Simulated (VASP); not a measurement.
Runs of VASP 6.6.1 on CoO. The structure is that of space group Fm-3m (No. 225), or close to it. The cells are those of the table. 

| task | cell | cutoff (eV) | gap on the mesh (eV) | pressure (GPa) | moment (μB) |
| --- | --- | --- | --- | --- | --- |
| single point | a = 3.044 Å, angles 60.6°, 2 atoms | 520 | none | -7.4 | 3.00 |
| single point | a = 2.831 Å, angles 60.6°, 2 atoms | 520 | none | (a) | 3.00 |
| relaxation of shape and atoms at fixed volume | relaxed from a = 2.917 Å, angles 60.6°, 2 atoms | 600 | none | 17.2 | 3.00 |
| relaxation of shape and atoms at fixed volume | relaxed from a = 2.950 Å, angles 60.6°, 2 atoms | 600 | none | 9.4 | 3.00 |

Alike in all rows: level PBE+U; potentials or basis VASP PAW PBE potentials, release 64 (Co, O); spin collinear, ferromagnetic start; Co d U = 3.32 eV; k mesh 12 × 12 × 12; smearing gaussian 0.02 eV.

**Question.** Fill in the values left out.

**Answer.** (a) 45.8.

Caveats: a cell with one magnetic atom can't hold antiferromagnetic order, which such compounds often take.

A gap of «none» marks levels without a gap at the run's occupations.
